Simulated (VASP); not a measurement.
# AlNi3 (I4mm) in VASP: a series of runs, part 2 of 2

VASP 6.6.1.

### Step 3. Single point, r2SCAN (all Al atoms moved +0.075 Å, as atom 1 along Cartesian [1 0 0])

Input file POSCAR:

```
AlNi3
1.0
    0.0000000000      2.8018887551      2.8018887551
    2.8018887551      0.0000000000      2.8018887551
    2.8018887551      2.8018887551      0.0000000000
Al Ni
1 3
Direct
    0.4866161710      0.5133838290      0.5133838290
    0.2500000000      0.2500000000      0.2500000000
    0.0000000000      0.0000000000      0.0000000000
    0.7500000000      0.7500000000      0.7500000000
```

Input file INCAR.step1:

```
SYSTEM = AlNi3
PREC     = Accurate       ! precision mode
ENCUT    = 520            ! plane-wave cutoff, eV
ISMEAR   = 0              ! smearing method
SIGMA    = 0.15           ! smearing width, eV
LREAL    = .FALSE.        ! projectors in reciprocal space
LASPH    = .TRUE.         ! aspherical terms in the spheres
NELM     = 60             ! most SCF steps
NBANDS   = 24             ! bands
GGA      = PE             ! functional
ALGO     = Normal         ! electronic algorithm
EDIFF    = 1E-4           ! SCF threshold, eV
LWAVE    = .TRUE.         ! write WAVECAR
LCHARG   = .FALSE.        ! write CHGCAR
```

Input file INCAR.step2:

```
SYSTEM = AlNi3
PREC     = Accurate       ! precision mode
ENCUT    = 520            ! plane-wave cutoff, eV
EDIFF    = 1E-6           ! SCF threshold, eV
ISMEAR   = 0              ! smearing method
SIGMA    = 0.15           ! smearing width, eV
LREAL    = .FALSE.        ! projectors in reciprocal space
LASPH    = .TRUE.         ! aspherical terms in the spheres
NELM     = 60             ! most SCF steps
ALGO     = Normal         ! electronic algorithm
ISIF     = 2              ! what is computed and relaxed
LWAVE    = .FALSE.        ! write WAVECAR
LCHARG   = .FALSE.        ! write CHGCAR
METAGGA  = R2SCAN         ! meta-GGA
LMIXTAU  = .TRUE.       
NBANDS   = 24             ! bands
ISTART   = 1
```

Input file KPOINTS:

```
Automatic mesh
0
G
  14 14 14
  0 0 0
```

Potentials or basis: VASP PAW PBE potentials, release 64 (Al, Ni).

The run is started by

```bash
> cat potpaw_PBE.64/Al/POTCAR potpaw_PBE.64/Ni/POTCAR > POTCAR
> cp INCAR.step1 INCAR
> mpirun -np 1 vasp_std > vasp.out
> cp INCAR.step2 INCAR
> mpirun -np 1 vasp_std > vasp.out
```

OUTCAR:

```text
SYSTEM = AlNi3
   PREC = Accurate
   ENCUT = 520
   EDIFF = 1E-6
   ISMEAR = 0
   LREAL = .FALSE.
   LASPH = .TRUE.
   NELM = 60
   ISIF = 2
   METAGGA = R2SCAN
   ISTART = 1

 ion  position               nearest neighbor table
   1  0.487  0.513  0.513-   2 2.38   2 2.38   4 2.38   4 2.38   4 2.47   4 2.47   2 2.47   2 2.47
                             3 2.73   3 2.80   3 2.80   3 2.80   3 2.80   3 2.88
   2  0.250  0.250  0.250-   1 2.38   1 2.38   3 2.43   3 2.43   3 2.43   3 2.43   1 2.47   1 2.47
                             4 2.80   4 2.80   4 2.80   4 2.80   4 2.80   4 2.80
   3  0.000  0.000  0.000-   4 2.43   2 2.43   4 2.43   2 2.43   4 2.43   4 2.43   2 2.43   2 2.43
                             1 2.73   1 2.80   1 2.80   1 2.80   1 2.80   1 2.88
   4  0.750  0.750  0.750-   1 2.38   1 2.38   3 2.43   3 2.43   3 2.43   3 2.43   1 2.47   1 2.47
                             2 2.80   2 2.80   2 2.80   2 2.80   2 2.80   2 2.80

  LATTYP: Found a face centered cubic cell.
 ALAT       =     5.6037775102

  Lattice vectors:

 A1 = (   0.0000000000,   2.8018887551,   2.8018887551)
 A2 = (   2.8018887551,   0.0000000000,   2.8018887551)
 A3 = (   2.8018887551,   2.8018887551,   0.0000000000)

[... 179 lines left out ...]
 E-fermi :   9.7671     XC(G=0): -13.8786

 val. band max:        9.7548860420   @ k =   0.0714  -0.4286   0.5000
 cond. band min:       9.7709187191   @ k =   0.5000   0.1429  -0.3571
 fundamental gap:      0.0160326772
 Fermi energy:         9.7670953072

 k-point     1 :       0.0000    0.0000    0.0000
  band No.  band energies     occupation
      1      -0.8944      2.00000
      2       5.9601      2.00000
      3       6.0119      2.00000
      4       6.1335      2.00000
      5       6.1335      2.00000
      6       6.1842      2.00000
[... 637 lines left out ...]
     23      18.8164      0.00000
     24      21.5342      0.00000

 [... further k-points ...]

------------------------ aborting loop because EDIFF is reached ----------------------------------------

  FORCE on cell =-STRESS in cart. coord.  units (eV):
  Direction    XX          YY          ZZ          XY          YZ          ZX
  --------------------------------------------------------------------------------------
  -------------------------------------------------------------------------------------
  Total        0.0860409      0.1387313      0.1387313      0.0000000     -0.0000000      0.0000000
  in kB        3.1335235      5.0524541      5.0524541      0.0000000     -0.0000000      0.0000000
  external PRESSURE =       4.4128105 kB  Pullay stress =       0.0000000 kB

 VOLUME and BASIS-vectors are now :
 -----------------------------------------------------------------------------
  energy-cutoff  :      520.00
  volume of cell :       43.99
      direct lattice vectors                 reciprocal lattice vectors
     0.000000000  2.801888755  2.801888755    -0.178451053  0.178451053  0.178451053
     2.801888755  0.000000000  2.801888755     0.178451053 -0.178451053  0.178451053
     2.801888755  2.801888755  0.000000000     0.178451053  0.178451053 -0.178451053

 POSITION                                       TOTAL-FORCE (eV/Angst)
 -----------------------------------------------------------------------------------
      2.87689      2.80189      2.80189        -0.705068      0.000000      0.000000
      1.40094      1.40094      1.40094         0.293656      0.000000      0.000000
      0.00000      0.00000      0.00000         0.117756      0.000000      0.000000
      4.20283      4.20283      4.20283         0.293656      0.000000      0.000000
 -----------------------------------------------------------------------------------
    total drift:                                0.002182      0.000070      0.000070

  FREE ENERGIE OF THE ION-ELECTRON SYSTEM (eV)
  ---------------------------------------------------
  free  energy   TOTEN  =       -44.0276368607 eV

  energy  without entropy=      -43.9979901583  energy(sigma->0) =      -44.01281351
```

OSZICAR.step1:

```text
N       E                     dE             d eps       ncg     rms          rms(c)
DAV:   1     0.187710954715E+03    0.18771E+03   -0.14277E+04 11872   0.177E+03
DAV:   2    -0.161316761663E+02   -0.20384E+03   -0.19188E+03 11712   0.321E+02
DAV:   3    -0.250070281581E+02   -0.88754E+01   -0.84683E+01 14328   0.920E+01
DAV:   4    -0.251410944426E+02   -0.13407E+00   -0.13399E+00 14336   0.982E+00
DAV:   5    -0.251454083402E+02   -0.43139E-02   -0.43138E-02 15144   0.162E+00    0.182E+01
DAV:   6    -0.248568470787E+02    0.28856E+00   -0.34150E+01 13664   0.102E+02    0.163E+01
DAV:   7    -0.218261261103E+02    0.30307E+01   -0.10415E+01 13792   0.652E+01    0.638E+00
DAV:   8    -0.218724577381E+02   -0.46332E-01   -0.13938E+00 13048   0.367E+01    0.538E+00
DAV:   9    -0.216587599252E+02    0.21370E+00   -0.20204E-01 15704   0.158E+01    0.120E+00
DAV:  10    -0.216442832786E+02    0.14477E-01   -0.55909E-02 18696   0.479E+00    0.445E-01
DAV:  11    -0.216436010559E+02    0.68222E-03   -0.68719E-03 15416   0.189E+00    0.958E-02
DAV:  12    -0.216436423518E+02   -0.41296E-04   -0.58849E-04 13648   0.448E-01
   1 F= -.21643642E+02 E0= -.21627973E+02  d E =-.313393E-01
```

Run time: 11 min. Hardware: 1 thread of AMD EPYC 9R45 (Zen 5), shared host; peak memory 0.31 GiB.

What came out:

```yaml
Free_energy: -44.0276 eV
Pressure: 0.4 GPa
Largest_force: 0.705 eV/Å
Band_gap_on_the_k_mesh: zero (an odd number of electrons rules out a gap without spin polarisation)
```

Forces on the atoms (eV/Å):
```
Al  -0.705  0.000  0.000
Ni   0.294  0.000  0.000
Ni   0.118  0.000  0.000
Ni   0.294  0.000  0.000
```

Levels at points of the mesh, in eV from the Fermi level:
```
           k point  band 12  band 13  band 14  band 15  band 16  band 17  band 18  band 19  band 20  band 21
(0.00, 0.00, 0.00)    -0.96    -0.60    -0.60    -0.58    -0.57     5.62     5.62     5.66     6.16     6.21
(0.50, 0.00, 0.00)    -1.79    -0.70    -0.70    -0.51    -0.51    -0.15     4.48     4.49     4.99     4.99
(0.50, 0.50, 0.00)    -1.24    -1.11    -0.74    -0.61    -0.45    -0.37    -0.36    -0.02     4.50     4.96
(0.00, 0.50, 0.50)    -1.26    -1.12    -0.74    -0.61    -0.45    -0.36    -0.36    -0.02     4.50     4.96
```

Caveat: the cell differs from its parent crystal (all Al atoms moved +0.075 Å, as atom 1 along Cartesian [1 0 0]); the PAW data sets were made with another functional, which shifts forces and pressure a little.
